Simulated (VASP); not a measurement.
**Au: single point with PBE**

The system is Au.

```xyz
1
Lattice="0.0000 1.9631 1.9631 1.9631 0.0000 1.9631 1.9631 1.9631 0.0000" Properties=species:S:1:pos:R:3 pbc="T T T"
Au    0.0000    0.0000    0.0000
```

```
Program             : VASP 6.6.1
Task                : single point
Functional          : PBE
Potentials or basis : VASP PAW PBE potentials, release 64 (Au)
Cutoff              : 520 eV
k mesh              : 10 × 10 × 10
Occupations         : fermi-dirac, width 0.1 eV
Spin                : no spin polarisation
```

```yaml
Pressure: 39.6 GPa
```

Levels at points of the mesh, in eV from the Fermi level:
```csv
k point,band 4,band 5,band 6,band 7,band 8,band 9
"(0.00, 0.00, 0.00)",-5.43,-3.57,-3.57,14.24,18.93,18.93
"(0.50, 0.00, 0.00)",-2.09,-2.09,-1.57,3.74,13.72,17.96
"(0.50, 0.50, 0.00)",-1.69,-1.69,0.64,6.79,10.30,10.30
```

Run time: 23 s on 1 thread of AMD EPYC 7R13, on a shared host, peak memory 0.11 GiB.

Caveat: spin-orbit coupling is left out, which moves the levels of the heavy elements.
